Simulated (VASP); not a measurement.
Here is a VASP 6.6.1 calculation.

Contents of INCAR:

```
  ALGO = Normal
  EDIFF = 1E-6
  EDIFFG = -0.005
  ENCUT = 600
  GGA = PE
  IBRION = 2
  ISIF = 4
  ISMEAR = -1
  LASPH = T
  LCHARG = F
  LREAL = F
  LWAVE = F
  NELM = 80
  NSW = 50
  PREC = Accurate
  SIGMA = 0.08
```

File KPOINTS:

```
k-points
0
Gamma
  13 13 13
```

POSCAR

```
Li
1.0
    1.2265492154     -0.7081485197      4.0371353806
    0.0000000000      1.4162970393      4.0371353806
   -1.2265492154     -0.7081485197      4.0371353806
Li
2
Direct
    0.2499964156      0.2499964156      0.2499964156
   -0.2499964156     -0.2499964156     -0.2499964156
```

Potentials or basis: VASP PAW PBE potentials, release 64 (Li_sv).

Run with:

```console
$ cat potpaw_PBE.64/Li_sv/POTCAR > POTCAR
$ mpirun -np 1 vasp_std > vasp.out
```

Q: Estimate the band gap on the k mesh.

A: Zero (band 3 reaches 5.23 eV, above the bottom of band 4 at 0.32 eV).

Stress tensor (GPa, compression positive):
```
26.67  0.00  0.00
 0.00 26.67  0.00
 0.00  0.00 26.74
```

Caveat: the cutoff is under 1.25 times the usual one of these potentials, so pressure, stress and relaxed cells hold a basis-set (Pulay) error.
